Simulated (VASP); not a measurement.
# Hf2AlAgCl6 (Fm-3m) in VASP: single point with PBE

Aim: the single point of Hf2AlAgCl6 with PBE.

All numbers are computed with VASP 6.6.1; they aren't measurements. Logs are shortened: lines on timing, memory, paths and dates and some standing lists are left out, and cuts for length are marked.

## Step 1: The cell of the first run

The structure is cubic, space group Fm-3m (No. 225). The conventional cell has a = 9.631 Å, b = 9.631 Å, c = 9.631 Å, α = 90.00°, β = 90.00°, γ = 90.00°. Hf (site symmetry -43m) has 12 Cl at 3.41 Å and 4 Al at 4.17 Å and 4 Ag at 4.17 Å within 4.5 Å. Within 3.0 Å of Al (site symmetry m-3m) lie 6 Cl at 2.28 Å. Within 3.3 Å of Ag (site symmetry m-3m) lie 6 Cl at 2.53 Å. Within 3.0 Å of Cl (site symmetry 4mm) lie 1 Al at 2.28 Å and 1 Ag at 2.53 Å.

## Step 2: Single point, PBE

Contents of INCAR:

```
SYSTEM = Hf2AlAgCl6
  PREC = Accurate
  ENCUT = 520
  EDIFF = 1E-6
  ISMEAR = -1
  SIGMA = 0.1
  LREAL = .False.
  LASPH = .True.
  NELM = 60
  ALGO = Normal
  ISIF = 2
  LWAVE = .False.
  LCHARG = .True.
  GGA = PE
  LELF = .True.
  LVHAR = .True.
  NBANDS = 49
```

Contents of KPOINTS:

```
Automatic mesh
0
Gamma
  6 6 6
  0 0 0
```

Contents of POSCAR:

```
Hf2AlAgCl6
1.0
    0.0000000000      4.8157050000      4.8157050000
    4.8157050000      0.0000000000      4.8157050000
    4.8157050000      4.8157050000      0.0000000000
Hf Al Ag Cl
2 1 1 6
Direct
    0.2500000000      0.2500000000      0.2500000000
    0.7500000000      0.7500000000      0.7500000000
    0.0000000000      0.0000000000      0.0000000000
    0.5000000000      0.5000000000      0.5000000000
    0.7629106918      0.2370893082      0.2370893082
    0.2370893082      0.7629106918      0.2370893082
    0.2370893082      0.7629106918      0.7629106918
    0.7629106918      0.2370893082      0.7629106918
    0.2370893082      0.2370893082      0.7629106918
    0.7629106918      0.7629106918      0.2370893082
```

Potentials or basis: VASP PAW PBE potentials, release 64 (Hf_pv, Al, Ag, Cl).

Run with:

```bash
$ cat potpaw_PBE.64/Hf_pv/POTCAR potpaw_PBE.64/Al/POTCAR potpaw_PBE.64/Ag/POTCAR potpaw_PBE.64/Cl/POTCAR > POTCAR
$ mpirun -np 1 vasp_std > vasp.out
```

OUTCAR:

```text
SYSTEM = Hf2AlAgCl6
   PREC = Accurate
   ENCUT = 520
   EDIFF = 1E-6
   ISMEAR = -1
   LREAL = .False.
   LASPH = .True.
   NELM = 60
   ISIF = 2
   GGA = PE

 ion  position               nearest neighbor table
   1  0.250  0.250  0.250-
   2  0.750  0.750  0.750-
   3  0.000  0.000  0.000-   5 2.28   6 2.28   7 2.28   8 2.28   9 2.28  10 2.28
   4  0.500  0.500  0.500-   5 2.53   6 2.53   7 2.53   8 2.53   9 2.53  10 2.53
   5  0.763  0.237  0.237-   3 2.28   4 2.53
   6  0.237  0.763  0.237-   3 2.28   4 2.53
   7  0.237  0.763  0.763-   3 2.28   4 2.53
   8  0.763  0.237  0.763-   3 2.28   4 2.53
   9  0.237  0.237  0.763-   3 2.28   4 2.53
  10  0.763  0.763  0.237-   3 2.28   4 2.53

  LATTYP: Found a face centered cubic cell.
 ALAT       =     9.6314100000

  Lattice vectors:

 A1 = (   0.0000000000,   4.8157050000,   4.8157050000)
 A2 = (   4.8157050000,   0.0000000000,   4.8157050000)
 A3 = (   4.8157050000,   4.8157050000,   0.0000000000)

Analysis of symmetry for initial positions (statically):
=====================================================================
 Subroutine PRICEL returns:
 Original cell was already a primitive cell.

 Routine SETGRP: Setting up the symmetry group for a
 face centered cubic supercell.

 Subroutine GETGRP returns: Found 48 space group operations
 (whereof 48 operations were pure point group operations)
 out of a pool of 48 trial point group operations.

The static configuration has the point symmetry O_h .

Analysis of symmetry for dynamics (positions and initial velocities):
=====================================================================
 Subroutine PRICEL returns:
 Original cell was already a primitive cell.

 Routine SETGRP: Setting up the symmetry group for a
 face centered cubic supercell.

 Subroutine GETGRP returns: Found 48 space group operations
 (whereof 48 operations were pure point group operations)
 out of a pool of 48 trial point group operations.

The dynamic configuration has the point symmetry O_h .

 Subroutine INISYM returns: Found 48 space group operations
 (whereof 48 operations are pure point group operations),
 and found     1 'primitive' translations

----------------------------------------------------------------------------------------

                                     Primitive cell

  volume of cell :     223.3622

  direct lattice vectors                    reciprocal lattice vectors
     0.000000000  4.815705000  4.815705000    -0.103826958  0.103826958  0.103826958
     4.815705000  0.000000000  4.815705000     0.103826958 -0.103826958  0.103826958
     4.815705000  4.815705000  0.000000000     0.103826958  0.103826958 -0.103826958

  length of vectors
     6.810435323  6.810435323  6.810435323     0.179833566  0.179833566  0.179833566

  position of ions in fractional coordinates (direct lattice)
     0.250000000  0.250000000  0.250000000
     0.750000000  0.750000000  0.750000000
     0.000000000  0.000000000  0.000000000
     0.500000000  0.500000000  0.500000000
     0.762910692  0.237089308  0.237089308
     0.237089308  0.762910692  0.237089308
     0.237089308  0.762910692  0.762910692
     0.762910692  0.237089308  0.762910692
     0.237089308  0.237089308  0.762910692
     0.762910692  0.762910692  0.237089308

  ion indices of the primitive-cell ions
   primitive index   ion index
                 1           1
                 2           2
                 3           3
                 4           4
                 5           5
                 6           6
                 7           7
                 8           8
                 9           9
                10          10

----------------------------------------------------------------------------------------

 KPOINTS: Automatic mesh

Automatic generation of k-mesh.
 Grid dimensions read from file:
 generate k-points for:    6    6    6

 Generating k-lattice:

  Cartesian coordinates                     Fractional coordinates (reciprocal lattice)
    -0.017304493  0.017304493  0.017304493     0.166666667  0.000000000  0.000000000
     0.017304493 -0.017304493  0.017304493     0.000000000  0.166666667  0.000000000
     0.017304493  0.017304493 -0.017304493     0.000000000  0.000000000  0.166666667

  Length of vectors
     0.029972261  0.029972261  0.029972261

  Shift w.r.t. Gamma in fractional coordinates (k-lattice)
     0.000000000  0.000000000  0.000000000

 Subroutine IBZKPT returns following result:
 ===========================================

 Found     16 irreducible k-points:

 Following reciprocal coordinates:
            Coordinates               Weight
  0.000000  0.000000  0.000000      1.000000
  0.166667  0.000000  0.000000      8.000000
  0.333333  0.000000  0.000000      8.000000
  0.500000  0.000000  0.000000      4.000000
  0.166667  0.166667  0.000000      6.000000
  0.333333  0.166667  0.000000     24.000000
[... 8 lines left out ...]
 -0.333333  0.333333  0.166667     24.000000
 -0.333333  0.500000  0.166667     12.000000
   k-points           NKPTS =     16   k-points in BZ     NKDIM =     16   number of bands    NBANDS=     49
   number of dos      NEDOS =    301   number of ions     NIONS =     10
   total plane-waves  NPLWV = 157464
   dimension x,y,z NGX =    54 NGY =   54 NGZ =   54
   dimension x,y,z NGXF=   108 NGYF=  108 NGZF=  108
   ions per type =               2   1   1   6
   NGX,Y,Z   is equivalent  to a cutoff of  13.18, 13.18, 13.18 a.u.
   NGXF,Y,Z  is equivalent  to a cutoff of  26.36, 26.36, 26.36 a.u.
 SYSTEM =  Hf2AlAgCl6
   PREC   = accura    normal or accurate (medium, high low for compatibility)
   ISTART =      0    job   : 0-new  1-cont  2-samecut
   ICHARG =      2    charge: 1-file 2-atom 10-const
   ISPIN  =      1    spin polarized calculation?
   LNONCOLLINEAR =      F non collinear calculations
   LSORBIT =      F    spin-orbit coupling
   LASPH  =      T    aspherical Exc in radial PAW
   ENCUT  =  520.0 eV  38.22 Ry    6.18 a.u.  12.66 12.66 12.66*2*pi/ulx,y,z
   NELM   =     60;   NELMIN=  2; NELMDL= -5     # of ELM steps
   EDIFF  = 0.1E-05   stopping-criterion for ELM
   LREAL  =      F    real-space projection
   EDIFFG = 0.1E-04   stopping-criterion for IOM
   NSW    =      0    number of steps for IOM
   IBRION =     -1    ionic relax: 0-MD 1-quasi-New 2-CG
   NFREE  =      0    steps in history (QN), initial steepest desc. (CG)
   ISIF   =      2    stress and relaxation
   ISYM   =      2    0-nonsym 1-usesym 2-fastsym
   POTIM  = 0.5000    time-step for ionic-motion
   TEBEG  =    0.0;   TEEND  =   0.0 temperature during run
   PSTRESS=    0.0 pullay stress
   NELECT =      76.0000    total number of electrons
   NUPDOWN=      -1.0000    fix difference up-down
   EMIN   =  10.00;   EMAX   =-10.00  energy-range for DOS
   EFERMI =   0.00;   METHOD = LEGACY
   ISMEAR =    -1;   SIGMA  =   0.10  broadening in eV -4-tet -1-fermi 0-gaus
   EFERMI_NEDOS =   21; number of points for ismear=-14 and -15
   IALGO  =     38    algorithm
   IMIX   =      4    mixing-type and parameters
     AMIX     =   0.40;   BMIX     =  1.00
     AMIX_MAG =   1.60;   BMIX_MAG =  1.00
  volume/ion in A,a.u.               =      22.34       150.73
  Fermi-wavevector in a.u.,A,eV,Ry     =   1.142903  2.159774 17.772310  1.306228
  Thomas-Fermi vector in A             =   2.279600
   LORBIT       =      0    0 simple, 1 ext, 2 COOP (PROOUT), +10 PAW based schemes
   GGA     = PE    functional components
   LHFCALC =     F    Hartree Fock is set to
   AEXX    =    0.0000 exact exchange contribution
   IVDW    =     0    specifies the selected vdW correction
   LEPSILON=     F    determine dielectric tensor
   LRPA    =     F    only Hartree local field effects (RPA)
 non-spin polarized calculation
  energy-cutoff  :      520.00
  volume of cell :      223.36
 maximum number of plane-waves:      6046
 NGX is ok and might be reduce to    54
   NGX = 25   NGY = 25   NGZ = 25

 number of electron      76.0000002 magnetization

 Free energy of the ion-electron system (eV)
  ---------------------------------------------------
  ext. energy  EPLUGINS =         0.00000000
  ---------------------------------------------------
  free energy    TOTEN  =       -36.95222550 eV

  energy without entropy =      -36.54176179  energy(sigma->0) =      -36.74699364

 E-fermi :   5.7189     XC(G=0):  -9.7170

 val. band max:        5.7109851311   @ k =   0.5000   0.0000   0.0000
 cond. band min:       5.7207721183   @ k =   0.1667   0.1667   0.0000
 fundamental gap:      0.0097869872
 Fermi energy:         5.7188545273

 k-point     1 :       0.0000    0.0000    0.0000
  band No.  band energies     occupation
      1     -27.5198      2.00000
      2     -27.5198      2.00000
      3     -27.5198      2.00000
      4     -27.5177      2.00000
      5     -27.5177      2.00000
      6     -27.5177      2.00000
[... 41 lines left out ...]
     48       6.2794      0.00733
     49       9.2585      0.00000

 k-point     2 :       0.1667    0.0000    0.0000
  band No.  band energies     occupation
      1     -27.5196      2.00000
      2     -27.5196      2.00000
      3     -27.5196      2.00000
      4     -27.5179      2.00000
      5     -27.5178      2.00000
      6     -27.5178      2.00000
[... 41 lines left out ...]
     48       6.2980      0.00609
     49       8.9545      0.00000

 k-point     3 :       0.3333    0.0000    0.0000
  band No.  band energies     occupation
      1     -27.5193      2.00000
      2     -27.5193      2.00000
      3     -27.5193      2.00000
      4     -27.5183      2.00000
      5     -27.5182      2.00000
      6     -27.5182      2.00000
[... 665 lines left out ...]
     48       8.1459      0.00000
     49       8.2783      0.00000

 k-point    16 :      -0.3333    0.5000    0.1667
  band No.  band energies     occupation
      1     -27.5203      2.00000
      2     -27.5202      2.00000
      3     -27.5194      2.00000
      4     -27.5181      2.00000
      5     -27.5174      2.00000
      6     -27.5173      2.00000
[... 41 lines left out ...]
     48       8.0862      0.00000
     49       8.3131      0.00000

------------------------ aborting loop because EDIFF is reached ----------------------------------------

  FORCE on cell =-STRESS in cart. coord.  units (eV):
  Direction    XX          YY          ZZ          XY          YZ          ZX
  --------------------------------------------------------------------------------------
  -------------------------------------------------------------------------------------
  Total        4.7577237      4.7577237      4.7577237     -0.0000000      0.0000000      0.0000000
  in kB       34.1271624     34.1271624     34.1271624     -0.0000000      0.0000000      0.0000000
  external PRESSURE =      34.1271624 kB  Pullay stress =       0.0000000 kB

 VOLUME and BASIS-vectors are now :
 -----------------------------------------------------------------------------
  energy-cutoff  :      520.00
  volume of cell :      223.36
      direct lattice vectors                 reciprocal lattice vectors
     0.000000000  4.815705000  4.815705000    -0.103826958  0.103826958  0.103826958
     4.815705000  0.000000000  4.815705000     0.103826958 -0.103826958  0.103826958
     4.815705000  4.815705000  0.000000000     0.103826958  0.103826958 -0.103826958

 POSITION                                       TOTAL-FORCE (eV/Angst)
 -----------------------------------------------------------------------------------
      2.40785      2.40785      2.40785         0.000000      0.000000      0.000000
      7.22356      7.22356      7.22356        -0.000000      0.000000     -0.000000
      0.00000      0.00000      0.00000         0.000000      0.000000     -0.000000
      4.81571      4.81571      4.81571         0.000000      0.000000     -0.000000
      2.28350      4.81571      4.81571        -0.010648      0.000000      0.000000
      4.81571      2.28350      4.81571         0.000000     -0.010648      0.000000
      7.34791      4.81571      4.81571         0.010648      0.000000      0.000000
      4.81571      7.34791      4.81571         0.000000      0.010648      0.000000
      4.81571      4.81571      2.28350         0.000000      0.000000     -0.010648
      4.81571      4.81571      7.34791         0.000000      0.000000      0.010648
 -----------------------------------------------------------------------------------
    total drift:                                0.000000     -0.000000      0.000000

  FREE ENERGIE OF THE ION-ELECTRON SYSTEM (eV)
  ---------------------------------------------------
  free  energy   TOTEN  =       -36.9522254990 eV

  energy  without entropy=      -36.5417617859  energy(sigma->0) =      -36.74699364
```

Run time: 3.6 min. Hardware: 1 thread of Intel Xeon Platinum 8259CL at 2.50GHz (Skylake/Cascade Lake), shared host; peak memory 0.49 GiB.

What came out:

```
Free energy            : -36.9522 eV
Pressure               : 3.4 GPa
Largest force          : 0.011 eV/Å
Band gap on the k mesh : zero (bands 38 and 39 overlap by 0.89 eV)
```

Forces in eV/Å, atoms in the order of the input:
```
Hf   0.000  0.000  0.000
Hf   0.000  0.000  0.000
Al   0.000  0.000  0.000
Ag   0.000  0.000  0.000
Cl  -0.011  0.000  0.000
Cl   0.000 -0.011  0.000
Cl   0.011  0.000  0.000
Cl   0.000  0.011  0.000
Cl   0.000  0.000 -0.011
Cl   0.000  0.000  0.011
```

Caveat: the cell stands under pressure; spin-orbit coupling is left out, which moves the levels of the heavy elements.
